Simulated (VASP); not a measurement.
## Mg3BiSb: relaxation of cell and atoms with PBE

Crystal: Mg3BiSb.

```
CELL_PARAMETERS angstrom
5.02792 0.00000 0.00000
0.00000 5.02792 0.00000
0.00000 0.00000 5.09093
ATOMIC_POSITIONS crystal
Mg 0.50000 0.50000 0.97500
Mg 0.00000 0.50000 0.48500
Mg 0.50000 0.00000 0.48500
Sb 0.50000 0.50000 0.51500
Bi 0.00000 0.00000 0.00000
```

```yaml
Program: VASP 6.6.1
Task: relaxation of cell and atoms
Functional: PBE
Potentials_or_basis: VASP PAW PBE potentials, release 64 (Mg, Sb, Bi_d)
Cutoff: 600 eV
k_mesh: 4 × 4 × 4
Occupations: gaussian, width 0.1 eV
Spin: no spin polarisation
Dipole_correction: no
Further_INCAR_settings: ALGO = Normal; EDIFF = 1e-06; IBRION = 2; EDIFFG = -0.04; NSW = 90; ISIF = 3
```

```
Relaxed volume                        : 29.63 Å³/atom
Relaxed cell                          : a = 4.632 Å, b = 4.632 Å, c = 6.903 Å, α = 90.00°, β = 90.00°, γ = 90.00°
Space group after relaxing (to 0.1 Å) : P4mm (No. 99)
Energy gained by relaxing             : 484.9 meV/atom
Ionic steps                           : 41
Pressure after relaxing               : 0.0 GPa
Largest force after relaxing          : 0.036 eV/Å
Band gap on the k mesh                : zero (bands 13 and 14 overlap by 1.33 eV)
```

Forces on the atoms (eV/Å):
```
Mg   0.000  0.000 -0.003
Mg   0.000  0.000  0.005
Mg   0.000  0.000  0.005
Sb   0.000  0.000 -0.036
Bi   0.000  0.000  0.029
```

The path:
| step | energy change (eV) | largest force (eV/Å) | pressure (GPa) | volume (Å³) |
| --- | --- | --- | --- | --- |
| 1 | 0.0000 | 3.4590 | 8.84 | 128.70 |
| 3 | -0.7938 | 0.4716 | 0.74 | 149.51 |
| 5 | -0.8188 | 0.2393 | -0.08 | 152.99 |
| 7 | -0.8340 | 0.2693 | -0.24 | 153.65 |
| 9 | -0.8590 | 1.5634 | 1.62 | 147.03 |
| 11 | -0.8802 | 0.9206 | 0.75 | 149.60 |
| 13 | -0.9068 | 1.0112 | 0.95 | 148.94 |
| 15 | -1.0000 | 1.4164 | 1.90 | 146.30 |
| 17 | -1.0181 | 1.6629 | 2.53 | 144.90 |
| 19 | -1.0817 | 1.6126 | 2.72 | 144.58 |
| 21 | -1.1427 | 1.3593 | 3.94 | 143.13 |
| 23 | -1.2543 | 1.1825 | 3.05 | 144.59 |
| 25 | -1.6495 | 0.4901 | 0.78 | 152.81 |
| 27 | -1.6597 | 0.8642 | 0.15 | 156.96 |
| 29 | -1.7108 | 0.6747 | 0.07 | 156.50 |
| 31 | -1.9969 | 0.4006 | -1.13 | 158.74 |
| 33 | -1.8887 | 1.5559 | -2.34 | 159.87 |
| 35 | -2.3521 | 0.3072 | -1.19 | 154.53 |
| 37 | -2.3882 | 0.3560 | -0.11 | 149.09 |
| 39 | -2.4241 | 0.0921 | 0.07 | 147.80 |
| 41 | -2.4246 | 0.0355 | 0.01 | 148.13 |

Final structure:
```xyz
5
Lattice="4.6323 0.0000 0.0000 0.0000 4.6323 0.0000 0.0000 0.0000 6.9031" Properties=species:S:1:pos:R:3 pbc="T T T"
Mg    2.3162    2.3162    0.0983
Mg    0.0000    2.3162    2.6247
Mg    2.3162    0.0000    2.6247
Sb    2.3162    2.3162    4.2129
Bi    0.0000    0.0000    0.5178
```

Levels at points of the mesh, in eV from the Fermi level:
```csv
k point,band 10,band 11,band 12,band 13,band 14,band 15,band 16,band 17
"(0.00, 0.00, 0.00)",-1.62,-1.08,0.01,0.01,0.01,1.59,1.71,3.73
"(0.50, 0.00, 0.00)",-2.83,-1.69,-0.57,-0.38,1.82,2.20,3.34,3.53
"(0.50, 0.50, 0.00)",-2.33,-1.74,-1.74,-1.40,-1.31,1.50,1.50,1.54
"(0.00, 0.00, 0.50)",-1.26,-1.26,-0.67,-0.67,0.44,1.81,2.55,3.23
"(0.50, 0.00, 0.50)",-1.08,-0.50,-0.41,-0.34,1.16,1.21,2.58,3.87
"(0.50, 0.50, 0.50)",-3.20,-2.54,-2.54,-1.71,0.87,2.86,2.91,3.53
```

It took 24 min on 1 thread of Intel(R) Xeon(R) Platinum 8259CL CPU @ 2.50GHz (Skylake/Cascade Lake), on a shared host, peak memory 0.3 GiB.

Caveat: the volume moved by over 15 % at a fixed basis, so the end points are rough; spin-orbit coupling is left out, which moves the levels of the heavy elements.
